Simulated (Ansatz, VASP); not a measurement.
# Cu5Ni in VASP and in Ansatz

```
CELL_PARAMETERS angstrom
4.40945 0.00000 0.00000
-2.20473 3.81870 0.00000
0.00000 0.00000 4.18697
ATOMIC_POSITIONS crystal
Cu 0.32959 0.32959 0.00000
Cu 0.00000 0.67041 0.00000
Cu 0.67041 0.00000 0.00000
Cu 0.66667 0.33333 0.50000
Cu 0.33333 0.66667 0.50000
Ni 0.00000 0.00000 0.50000
```

Alike in both runs: functional PBE; k mesh 12 × 12 × 10; occupations gaussian, width 0.1 eV; no spin polarisation.

Ansatz relaxed the structure, and its values are those at the end. VASP's run is a single point on that final structure, the one shown.

|  | VASP | Ansatz |
| --- | --- | --- |
| version | VASP 6.6.1 | Ansatz 0.2.0 |
| potentials or method | VASP PAW PBE potentials, release 64 (Cu, Ni), cutoff 520 eV | scalar-relativistic, plane waves, PAW |
| valence electrons in the cell | 65 | 113 |

```tsv
	VASP	Ansatz	Ansatz less VASP
gap on the k mesh at the Fermi level (eV)	none	none	-
pressure (GPa)	0.5	0.0	-0.52
```

A gap of «none» marks a metal or a gap that the smearing closes. VASP's potentials hold 65 valence electrons a cell and Ansatz's 113, so a difference there can come from the potentials and not from the codes.
